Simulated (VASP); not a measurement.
# TiC in VASP: further runs, part 2 of 2

VASP 6.6.1. Earlier steps stand in the parts before.

### Step 3. Single point, PBE, collinear spin, ferromagnetic start

Contents of INCAR:

```
  PREC = Accurate
  ENCUT = 520
  EDIFF = 1E-6
  ISMEAR = 0
  SIGMA = 0.05
  LREAL = False
  LASPH = True
  NELM = 150
  ALGO = Normal
  ISIF = 2
  LWAVE = False
  LCHARG = False
  ISPIN = 2
  MAGMOM = 1.5 0.5
  LORBIT = 11
  LMAXMIX = 4
  GGA = PE
  NBANDS = 19
```

Contents of KPOINTS:

```
regular mesh
0
Gamma
  1 1 17
```

Contents of POSCAR:

```
TiC
1.0
    9.0000000000      0.0000000000      0.0000000000
    0.0000000000      9.3000000000      0.0000000000
    0.0000000000      0.0000000000      3.7056151993
Ti C
1 1
Direct
    0.5000000000      0.5000000000     -0.0174710646
    0.5000000000      0.5000000000      0.4824710646
```

Potentials or basis: VASP PAW PBE potentials, release 64 (Ti_sv, C).

The run is started by

```console
cat potpaw_PBE.64/Ti_sv/POTCAR potpaw_PBE.64/C/POTCAR > POTCAR
mpirun -np 1 vasp_std > vasp.out
```

OUTCAR:

```text
PREC = Accurate
   ENCUT = 520
   EDIFF = 1E-6
   ISMEAR = 0
   LREAL = False
   LASPH = True
   NELM = 150
   ISIF = 2
   ISPIN = 2
   LORBIT = 11
   GGA = PE

 ion  position               nearest neighbor table
   1  0.500  0.500  0.983-   2 1.85   2 1.85
   2  0.500  0.500  0.482-   1 1.85   1 1.85

  LATTYP: Found a simple orthorhombic cell.
 ALAT       =     3.7056151993
 B/A-ratio  =     2.4287465147
 C/A-ratio  =     2.5097047318

  Lattice vectors:

 A1 = (   0.0000000000,   0.0000000000,   3.7056151993)
 A2 = (   9.0000000000,   0.0000000000,   0.0000000000)
 A3 = (   0.0000000000,   9.3000000000,   0.0000000000)

Analysis of symmetry for initial positions (statically):
=====================================================================
 Subroutine PRICEL returns:
 Original cell was already a primitive cell.

 Routine SETGRP: Setting up the symmetry group for a
 simple orthorhombic supercell.

[... 380 lines left out ...]
      4     -35.9134      1.00000
      5     -12.2706      1.00000
      6      -3.4144      1.00000
[... 175 lines left out ...]
      6      -6.3835      1.00000
[... 11 lines left out ...]
     18       3.8426      0.00000
     19       4.3094      0.00000

------------------------ aborting loop because EDIFF is reached ----------------------------------------

  FORCE on cell =-STRESS in cart. coord.  units (eV):
  Direction    XX          YY          ZZ          XY          YZ          ZX
  --------------------------------------------------------------------------------------
  -------------------------------------------------------------------------------------
  Total       -0.0064375     -0.0081829      0.0524744      0.0000000      0.0000000      0.0000000
  in kB       -0.0332536     -0.0422698      0.2710641      0.0000000      0.0000000      0.0000000
  external PRESSURE =       0.0651802 kB  Pullay stress =       0.0000000 kB

 VOLUME and BASIS-vectors are now :
 -----------------------------------------------------------------------------
  energy-cutoff  :      520.00
  volume of cell :      310.16
      direct lattice vectors                 reciprocal lattice vectors
     9.000000000  0.000000000  0.000000000     0.111111111  0.000000000  0.000000000
     0.000000000  9.300000000  0.000000000     0.000000000  0.107526882  0.000000000
     0.000000000  0.000000000  3.705615199     0.000000000  0.000000000  0.269860724

 POSITION                                       TOTAL-FORCE (eV/Angst)
 -----------------------------------------------------------------------------------
      4.50000      4.65000      3.64087         0.000000      0.000000     -0.001110
      4.50000      4.65000      1.78785         0.000000      0.000000      0.001110
 -----------------------------------------------------------------------------------
    total drift:                                0.000000      0.000000      0.000135

  FREE ENERGIE OF THE ION-ELECTRON SYSTEM (eV)
  ---------------------------------------------------
  free  energy   TOTEN  =       -11.7161538838 eV

  energy  without entropy=      -11.7093533996  energy(sigma->0) =      -11.71275364

 total charge

# of ion       s       p       d       tot
------------------------------------------
    1        2.159   6.141   2.116  10.417
    2        0.955   1.406   0.000   2.361
--------------------------------------------------
tot          3.114   7.548   2.116  12.778

 magnetization (x)

# of ion       s       p       d       tot
------------------------------------------
    1        0.012   0.003   0.420   0.435
    2       -0.004  -0.030   0.000  -0.034
--------------------------------------------------
tot          0.008  -0.028   0.420   0.401
```

OSZICAR:

```text
N       E                     dE             d eps       ncg     rms          rms(c)
DAV:   1     0.808427053615E+02    0.80843E+02   -0.72900E+03   828   0.597E+02
DAV:   2    -0.814050070271E+00   -0.81657E+02   -0.69766E+02   933   0.156E+02
[... 19 lines left out ...]
DAV:  22    -0.117159330430E+02   -0.16572E-03   -0.75267E-05   690   0.331E-02    0.684E-03
DAV:  23    -0.117160928448E+02   -0.15980E-03   -0.98958E-05   690   0.325E-02    0.424E-03
DAV:  24    -0.117161455859E+02   -0.52741E-04   -0.11705E-05   672   0.105E-02    0.224E-03
DAV:  25    -0.117161517479E+02   -0.61620E-05   -0.25446E-06   644   0.621E-03    0.110E-03
DAV:  26    -0.117161535601E+02   -0.18122E-05   -0.12261E-06   612   0.471E-03    0.134E-03
DAV:  27    -0.117161538838E+02   -0.32373E-06   -0.22064E-07   635   0.251E-03
   1 F= -.11716154E+02 E0= -.11712754E+02  d E =-.680048E-02  mag=     0.5883
```

stdout:

```text
POSCAR found type information on POSCAR TiC
 POSCAR found :  2 types and       2 ions
 scaLAPACK will be used
 LDA part: xc-table for (Slater+PW92), standard interpolation
 POSCAR, INCAR and KPOINTS ok, starting setup
 FFT: planning ... GRIDC
 FFT: planning ... GRID_SOFT
 FFT: planning ... GRID
 WAVECAR not read
 entering main loop
```

Wall time 4.8 min (1 thread of AMD EPYC 7R43 (Zen 3), shared host); peak memory 0.45 GiB.

Results:

- Free energy: -11.7162 eV
- Net moment: 0.59 μB per cell
- Site moments: Ti +0.43; C -0.03 μB
- Valence electrons inside the program's atomic spheres: Ti 10.42; C 2.36

Levels at points of the mesh, in eV from the Fermi level:
Spin up:
```csv
k point,band 6,band 7,band 8,band 9,band 10,band 11
"(0.00, 0.00, 0.00)",-0.58,-0.58,-0.06,-0.03,0.32,0.80
```
Spin down:
| k point | band 4 | band 5 | band 6 | band 7 | band 8 | band 9 | band 10 | band 11 | band 12 | band 13 |
| --- | --- | --- | --- | --- | --- | --- | --- | --- | --- | --- |
| (0.00, 0.00, 0.00) | -33.06 | -9.42 | -0.56 | -0.56 | 0.37 | 0.56 | 0.76 | 1.06 | 1.06 | 1.53 |

### Step 4. Single point, PBE, collinear spin, ferromagnetic start

This run uses another cell than the first one, of 163.20 Å³/atom, 1.052 times its volume.

Contents of INCAR:

```
  PREC = Accurate
  ENCUT = 520
  EDIFF = 1E-6
  ISMEAR = 0
  SIGMA = 0.05
  LREAL = F
  LASPH = T
  NELM = 150
  ALGO = Normal
  ISIF = 2
  LWAVE = F
  LCHARG = T
  ISPIN = 2
  MAGMOM = 1.5 0.5
  LORBIT = 11
  LMAXMIX = 4
  GGA = PE
  LELF = T
  LVHAR = T
  NBANDS = 19
```

Contents of KPOINTS:

```
Automatic mesh
0
Gamma
  1 1 17
```

Contents of POSCAR:

```
TiC
1.0
    9.0000000000      0.0000000000      0.0000000000
    0.0000000000      9.3000000000      0.0000000000
    0.0000000000      0.0000000000      3.8995393260
Ti C
1 1
Direct
    0.5000000000      0.5000000000      0.0000000000
    0.5000000000      0.5000000000      0.5000000000
```

The run is started by

```console
cat potpaw_PBE.64/Ti_sv/POTCAR potpaw_PBE.64/C/POTCAR > POTCAR
mpirun -np 1 vasp_std > vasp.out
```

Run time: 4.8 min. Hardware: 1 thread of AMD EPYC 7R43 (Zen 3), shared host; peak memory 0.46 GiB.

Results (log left out):

```yaml
Free_energy: -11.5413 eV
Net_moment: 0.56 μB per cell
Site_moments: Ti +0.47; C -0.03 μB
Valence_electrons_inside_the_program's_atomic_spheres: Ti 10.27; C 2.29
```

Levels at points of the mesh, in eV from the Fermi level:
Spin up:
```
           k point  band 4  band 5  band 6  band 7  band 8  band 9  band 10  band 11  band 12  band 13
(0.00, 0.00, 0.00)  -33.47   -9.08   -0.40   -0.39   -0.05    0.00     0.04     0.62     0.70     0.88
```
Spin down:
```tsv
k point	band 6	band 7	band 8	band 9	band 10	band 11
(0.00, 0.00, 0.00)	-0.43	-0.38	0.35	0.56	0.58	0.92
```
